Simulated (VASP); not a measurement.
# PbF2 (Fm-3m) in VASP: further runs

The runs below take PbF2 through electric field gradients, with LDA.

Program: VASP 6.6.1. These are calculated values, not measurements. Logs are shortened: lines on timing, memory, paths and dates and some standing lists are left out, and cuts for length are marked.

**1. The cell of the first run**

The structure is cubic, space group Fm-3m (No. 225). The conventional cell has a = 5.818 Å, b = 5.818 Å, c = 5.818 Å, α = 90.00°, β = 90.00°, γ = 90.00°. Pb (site symmetry m-3m) has 8 F at 2.52 Å within 3.3 Å. Within 3.3 Å of F (site symmetry -43m) lie 4 Pb at 2.52 Å and 6 F at 2.91 Å.

**2. Electric field gradients, LDA (volume scaled by 0.94)**

Input file INCAR:

```
SYSTEM = PbF2
ALGO = Normal
EDIFF = 1E-8
ENCUT = 520
GGA = CA
ISIF = 2
ISMEAR = -1
LASPH = .True.
LCHARG = .False.
LEFG = .True.
LREAL = .False.
LWAVE = .False.
NBANDS = 21
NELM = 60
PREC = Accurate
SIGMA = 0.03
```

Input file KPOINTS:

```
k-points
0
Gamma
  7 7 7
  0 0 0
```

Input file POSCAR:

```
PbF2
1.0
    0.0000000000      2.9092238050      2.9092238050
    2.9092238050      0.0000000000      2.9092238050
    2.9092238050      2.9092238050      0.0000000000
Pb F
1 2
Direct
    0.0000000000      0.0000000000      0.0000000000
    0.2500000000      0.2500000000      0.2500000000
    0.7500000000      0.7500000000      0.7500000000
```

Potentials or basis: VASP PAW LDA potentials, release 64 (Pb_d, F).

On the command line:

```
$ cat potpaw_LDA.64/Pb_d/POTCAR potpaw_LDA.64/F/POTCAR > POTCAR
$ mpirun -np 1 vasp_std > vasp.out
```

OUTCAR:

```text
SYSTEM = PbF2
   EDIFF = 1E-8
   ENCUT = 520
   GGA = CA
   ISIF = 2
   ISMEAR = -1
   LASPH = .True.
   LREAL = .False.
   NELM = 60
   PREC = Accurate

 ion  position               nearest neighbor table
   1  0.000  0.000  0.000-   3 2.52   3 2.52   3 2.52   2 2.52   3 2.52   2 2.52   2 2.52   2 2.52

   2  0.250  0.250  0.250-   1 2.52   1 2.52   1 2.52   1 2.52
   3  0.750  0.750  0.750-   1 2.52   1 2.52   1 2.52   1 2.52

  LATTYP: Found a face centered cubic cell.
 ALAT       =     5.8184476100

  Lattice vectors:

 A1 = (   0.0000000000,   2.9092238050,   2.9092238050)
 A2 = (   2.9092238050,   0.0000000000,   2.9092238050)
 A3 = (   2.9092238050,   2.9092238050,   0.0000000000)

Analysis of symmetry for initial positions (statically):
=====================================================================
 Subroutine PRICEL returns:
 Original cell was already a primitive cell.

 Routine SETGRP: Setting up the symmetry group for a
 face centered cubic supercell.

 Subroutine GETGRP returns: Found 48 space group operations
 (whereof 48 operations were pure point group operations)
 out of a pool of 48 trial point group operations.

The static configuration has the point symmetry O_h .

Analysis of symmetry for dynamics (positions and initial velocities):
=====================================================================
 Subroutine PRICEL returns:
 Original cell was already a primitive cell.

 Routine SETGRP: Setting up the symmetry group for a
 face centered cubic supercell.

 Subroutine GETGRP returns: Found 48 space group operations
 (whereof 48 operations were pure point group operations)
 out of a pool of 48 trial point group operations.

The dynamic configuration has the point symmetry O_h .

 Subroutine INISYM returns: Found 48 space group operations
 (whereof 48 operations are pure point group operations),
 and found     1 'primitive' translations

----------------------------------------------------------------------------------------

                                     Primitive cell

  volume of cell :      49.2449

  direct lattice vectors                    reciprocal lattice vectors
     0.000000000  2.909223805  2.909223805    -0.171867149  0.171867149  0.171867149
     2.909223805  0.000000000  2.909223805     0.171867149 -0.171867149  0.171867149
     2.909223805  2.909223805  0.000000000     0.171867149  0.171867149 -0.171867149

  length of vectors
     4.114263761  4.114263761  4.114263761     0.297682634  0.297682634  0.297682634

  position of ions in fractional coordinates (direct lattice)
     0.000000000  0.000000000  0.000000000
     0.250000000  0.250000000  0.250000000
     0.750000000  0.750000000  0.750000000

  ion indices of the primitive-cell ions
   primitive index   ion index
                 1           1
                 2           2
                 3           3

----------------------------------------------------------------------------------------

 KPOINTS: k-points

Automatic generation of k-mesh.
 Grid dimensions read from file:
 generate k-points for:    7    7    7

 Generating k-lattice:

  Cartesian coordinates                     Fractional coordinates (reciprocal lattice)
    -0.024552450  0.024552450  0.024552450     0.142857143  0.000000000  0.000000000
     0.024552450 -0.024552450  0.024552450     0.000000000  0.142857143  0.000000000
     0.024552450  0.024552450 -0.024552450     0.000000000  0.000000000  0.142857143

  Length of vectors
     0.042526091  0.042526091  0.042526091

  Shift w.r.t. Gamma in fractional coordinates (k-lattice)
     0.000000000  0.000000000  0.000000000

 Subroutine IBZKPT returns following result:
 ===========================================

 Found     20 irreducible k-points:

 Following reciprocal coordinates:
            Coordinates               Weight
  0.000000  0.000000  0.000000      1.000000
  0.142857  0.000000  0.000000      8.000000
  0.285714  0.000000  0.000000      8.000000
  0.428571  0.000000  0.000000      8.000000
  0.142857  0.142857  0.000000      6.000000
  0.285714  0.142857  0.000000     24.000000
[... 12 lines left out ...]
 -0.428571  0.428571  0.142857     24.000000
 -0.285714  0.428571  0.142857     24.000000
   k-points           NKPTS =     20   k-points in BZ     NKDIM =     20   number of bands    NBANDS=     21
   number of dos      NEDOS =    301   number of ions     NIONS =      3
   total plane-waves  NPLWV =  32768
   dimension x,y,z NGX =    32 NGY =   32 NGZ =   32
   dimension x,y,z NGXF=    64 NGYF=   64 NGZF=   64
   ions per type =               1   2
   NGX,Y,Z   is equivalent  to a cutoff of  12.93, 12.93, 12.93 a.u.
   NGXF,Y,Z  is equivalent  to a cutoff of  25.86, 25.86, 25.86 a.u.
 SYSTEM =  PbF2
   PREC   = accura    normal or accurate (medium, high low for compatibility)
   ISTART =      0    job   : 0-new  1-cont  2-samecut
   ICHARG =      2    charge: 1-file 2-atom 10-const
   ISPIN  =      1    spin polarized calculation?
   LNONCOLLINEAR =      F non collinear calculations
   LSORBIT =      F    spin-orbit coupling
   LASPH  =      T    aspherical Exc in radial PAW
   ENCUT  =  520.0 eV  38.22 Ry    6.18 a.u.   7.65  7.65  7.65*2*pi/ulx,y,z
   NELM   =     60;   NELMIN=  2; NELMDL= -5     # of ELM steps
   EDIFF  = 0.1E-07   stopping-criterion for ELM
   LREAL  =      F    real-space projection
   EDIFFG = 0.1E-06   stopping-criterion for IOM
   NSW    =      0    number of steps for IOM
   IBRION =     -1    ionic relax: 0-MD 1-quasi-New 2-CG
   NFREE  =      0    steps in history (QN), initial steepest desc. (CG)
   ISIF   =      2    stress and relaxation
   ISYM   =      2    0-nonsym 1-usesym 2-fastsym
   POTIM  = 0.5000    time-step for ionic-motion
   TEBEG  =    0.0;   TEEND  =   0.0 temperature during run
   PSTRESS=    0.0 pullay stress
   NELECT =      28.0000    total number of electrons
   NUPDOWN=      -1.0000    fix difference up-down
   EMIN   =  10.00;   EMAX   =-10.00  energy-range for DOS
   EFERMI =   0.00;   METHOD = LEGACY
   ISMEAR =    -1;   SIGMA  =   0.03  broadening in eV -4-tet -1-fermi 0-gaus
   EFERMI_NEDOS =   21; number of points for ismear=-14 and -15
   IALGO  =     38    algorithm
   IMIX   =      4    mixing-type and parameters
     AMIX     =   0.40;   BMIX     =  1.00
     AMIX_MAG =   1.60;   BMIX_MAG =  1.00
  volume/ion in A,a.u.               =      16.41       110.77
  Fermi-wavevector in a.u.,A,eV,Ry     =   1.356252  2.562945 25.026820  1.839419
  Thomas-Fermi vector in A             =   2.483271
   LORBIT       =      0    0 simple, 1 ext, 2 COOP (PROOUT), +10 PAW based schemes
   GGA     = CA    functional components
   LHFCALC =     F    Hartree Fock is set to
   AEXX    =    0.0000 exact exchange contribution
   IVDW    =     0    specifies the selected vdW correction
   LEPSILON=     F    determine dielectric tensor
   LRPA    =     F    only Hartree local field effects (RPA)
 non-spin polarized calculation
  energy-cutoff  :      520.00
  volume of cell :       49.24
 maximum number of plane-waves:      1363
   NGX = 15   NGY = 15   NGZ = 15

 number of electron      27.9999985 magnetization

 Free energy of the ion-electron system (eV)
  ---------------------------------------------------
  ext. energy  EPLUGINS =         0.00000000
  ---------------------------------------------------
  free energy    TOTEN  =       -15.95462444 eV

  energy without entropy =      -15.95462444  energy(sigma->0) =      -15.95462444

 E-fermi :   2.9697     XC(G=0): -10.3448

 val. band max:        2.2128693944   @ k =  -0.2857   0.4286   0.1429
 cond. band min:       6.4455536333   @ k =   0.4286   0.4286   0.0000
 fundamental gap:      4.2326842389
 Fermi energy:         2.9696672767

 k-point     1 :       0.0000    0.0000    0.0000
  band No.  band energies     occupation
      1     -18.9683      2.00000
      2     -18.1843      2.00000
      3     -12.2072      2.00000
      4     -12.2072      2.00000
      5     -12.2072      2.00000
      6     -12.1044      2.00000
[... 13 lines left out ...]
     20      17.1598      0.00000
     21      19.7874      0.00000

 k-point     2 :       0.1429    0.0000    0.0000
  band No.  band energies     occupation
      1     -18.9188      2.00000
      2     -18.2295      2.00000
      3     -12.1962      2.00000
      4     -12.1962      2.00000
      5     -12.1505      2.00000
      6     -12.1044      2.00000
[... 13 lines left out ...]
     20      16.6351      0.00000
     21      18.8978      0.00000

 k-point     3 :       0.2857    0.0000    0.0000
  band No.  band energies     occupation
      1     -18.7946      2.00000
      2     -18.3419      2.00000
      3     -12.1796      2.00000
      4     -12.1796      2.00000
      5     -12.0963      2.00000
      6     -12.0963      2.00000
[... 13 lines left out ...]
     20      16.0194      0.00000
     21      17.5122      0.00000

 k-point     4 :       0.4286    0.0000    0.0000
  band No.  band energies     occupation
      1     -18.6503      2.00000
      2     -18.4717      2.00000
      3     -12.1757      2.00000
      4     -12.1757      2.00000
      5     -12.0799      2.00000
      6     -12.0799      2.00000
[... 13 lines left out ...]
     20      15.7505      0.00000
     21      16.6464      0.00000

 k-point     5 :       0.1429    0.1429    0.0000
  band No.  band energies     occupation
      1     -18.9033      2.00000
      2     -18.2434      2.00000
      3     -12.1855      2.00000
      4     -12.1855      2.00000
      5     -12.1433      2.00000
      6     -12.1130      2.00000
[... 13 lines left out ...]
     20      17.3332      0.00000
     21      19.0399      0.00000
[... 286 lines left out ...]
     20      18.1867      0.00000
     21      18.2529      0.00000

 k-point    18 :      -0.4286    0.2857    0.1429
  band No.  band energies     occupation
      1     -18.6063      2.00000
      2     -18.5000      2.00000
      3     -12.1364      2.00000
      4     -12.1300      2.00000
      5     -12.0904      2.00000
      6     -12.0456      2.00000
[... 13 lines left out ...]
     20      18.5159      0.00000
     21      18.8286      0.00000

 k-point    19 :      -0.4286    0.4286    0.1429
  band No.  band energies     occupation
      1     -18.6022      2.00000
      2     -18.4954      2.00000
      3     -12.1433      2.00000
      4     -12.0950      2.00000
      5     -12.0882      2.00000
      6     -12.0554      2.00000
[... 13 lines left out ...]
     20      17.3942      0.00000
     21      18.7953      0.00000

 k-point    20 :      -0.2857    0.4286    0.1429
  band No.  band energies     occupation
      1     -18.5516      2.00000
      2     -18.5441      2.00000
      3     -12.1353      2.00000
      4     -12.0968      2.00000
      5     -12.0931      2.00000
      6     -12.0075      2.00000
[... 13 lines left out ...]
     20      18.1836      0.00000
     21      18.5379      0.00000

------------------------ aborting loop because EDIFF is reached ----------------------------------------

  FORCE on cell =-STRESS in cart. coord.  units (eV):
  Direction    XX          YY          ZZ          XY          YZ          ZX
  --------------------------------------------------------------------------------------
  -------------------------------------------------------------------------------------
  Total       -0.0850962     -0.0850962     -0.0850962      0.0000000     -0.0000000      0.0000000
  in kB       -2.7685952     -2.7685952     -2.7685952      0.0000000     -0.0000000      0.0000000
  external PRESSURE =      -2.7685952 kB  Pullay stress =       0.0000000 kB

 VOLUME and BASIS-vectors are now :
 -----------------------------------------------------------------------------
  energy-cutoff  :      520.00
  volume of cell :       49.24
      direct lattice vectors                 reciprocal lattice vectors
     0.000000000  2.909223805  2.909223805    -0.171867149  0.171867149  0.171867149
     2.909223805  0.000000000  2.909223805     0.171867149 -0.171867149  0.171867149
     2.909223805  2.909223805  0.000000000     0.171867149  0.171867149 -0.171867149

 POSITION                                       TOTAL-FORCE (eV/Angst)
 -----------------------------------------------------------------------------------
      0.00000      0.00000      0.00000        -0.000000     -0.000000     -0.000000
      1.45461      1.45461      1.45461         0.000000     -0.000000      0.000000
      4.36384      4.36384      4.36384         0.000000      0.000000      0.000000
 -----------------------------------------------------------------------------------
    total drift:                                0.000000     -0.000000      0.000000

  FREE ENERGIE OF THE ION-ELECTRON SYSTEM (eV)
  ---------------------------------------------------
  free  energy   TOTEN  =       -15.9546244401 eV

  energy  without entropy=      -15.9546244401  energy(sigma->0) =      -15.95462444

 Electric field gradients (V/A^2)
---------------------------------------------------------------------
 ion       V_xx      V_yy      V_zz      V_xy      V_xz      V_yz
---------------------------------------------------------------------
   1       0.000    -0.000     0.000    -0.001    -0.001    -0.001
   2      -0.000    -0.000    -0.000    -0.002    -0.002    -0.002
   3      -0.000    -0.000    -0.000    -0.002    -0.002    -0.002
---------------------------------------------------------------------

 Electric field gradients after diagonalization (V/A^2)
 (convention: |V_zz| > |V_xx| > |V_yy|)
----------------------------------------------------------------------
 ion       V_xx      V_yy      V_zz     asymmetry (V_yy - V_xx)/ V_zz
----------------------------------------------------------------------
   1       0.001     0.001    -0.001       0.000
   2       0.002     0.002    -0.004       0.000
   3       0.002     0.002    -0.004       0.000
----------------------------------------------------------------------

           NMR quadrupolar parameters

 Cq : quadrupolar parameter    Cq=e*Q*V_zz/h
 eta: asymmetry parameters     (V_yy - V_xx)/ V_zz
 Q  : nuclear electric quadrupole moment in mb (millibarn)
----------------------------------------------------------------------
 ion       Cq(MHz)       eta       Q (mb)
----------------------------------------------------------------------
   1      -0.000       0.000       1.000
   2      -0.000       0.000       1.000
   3      -0.000       0.000       1.000
----------------------------------------------------------------------
```

Wall time 10 s (1 thread of AMD EPYC 9R45 (Zen 5), shared host); peak memory 0.13 GiB.

Results:

```yaml
Free_energy: -15.9546 eV
Pressure: -0.3 GPa
Band_gap_on_the_k_mesh: 4.23 eV, indirect (least direct gap 4.47 eV)
```

Caveat: without QUAD_EFG the Cq values of the log hold for a quadrupole moment of 1 mb, not for the nuclei; spin-orbit coupling is left out, which moves the levels of the heavy elements. A k mesh can miss the band edges.

(Part 1 of 2 ends here.)
